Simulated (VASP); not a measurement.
**TiPt3: single point with PBEsol**

Crystal: TiPt3.

```
CELL_PARAMETERS angstrom
3.89700 0.00000 0.00000
0.00000 3.89700 0.00000
0.00000 0.00000 3.89700
ATOMIC_POSITIONS crystal
Ti 0.00000 0.00000 0.00000
Pt 0.00000 0.50000 0.50000
Pt 0.50000 0.00000 0.50000
Pt 0.50000 0.50000 0.00000
```

```yaml
Program: VASP 6.6.1
Task: single point
Functional: PBEsol
Potentials_or_basis: VASP PAW PBE potentials, release 64 (Ti_sv, Pt)
Cutoff: 520 eV
k_mesh: 9 × 9 × 9
Occupations: fermi-dirac, width 0.05 eV
Spin: no spin polarisation
```

```json
{
  "Pressure": "0.2 GPa",
  "Band gap on the k mesh": "zero (band 21 reaches 13.11 eV, above the bottom of band 22 at 11.55 eV)"
}
```

Levels at points of the mesh, in eV from the Fermi level:
| k point | band 17 | band 18 | band 19 | band 20 | band 21 | band 22 | band 23 | band 24 | band 25 | band 26 |
| --- | --- | --- | --- | --- | --- | --- | --- | --- | --- | --- |
| (0.00, 0.00, 0.00) | -0.53 | 0.03 | 0.03 | 0.03 | 1.39 | 1.39 | 1.53 | 1.53 | 1.53 | 2.04 |

It took 32 s on 1 thread of Intel(R) Xeon(R) Platinum 8559C (Emerald Rapids), on a shared host, peak memory 0.2 GiB.

Caveat: the PAW data sets were made with another functional, which shifts forces and pressure a little; spin-orbit coupling is left out, which moves the levels of the heavy elements.
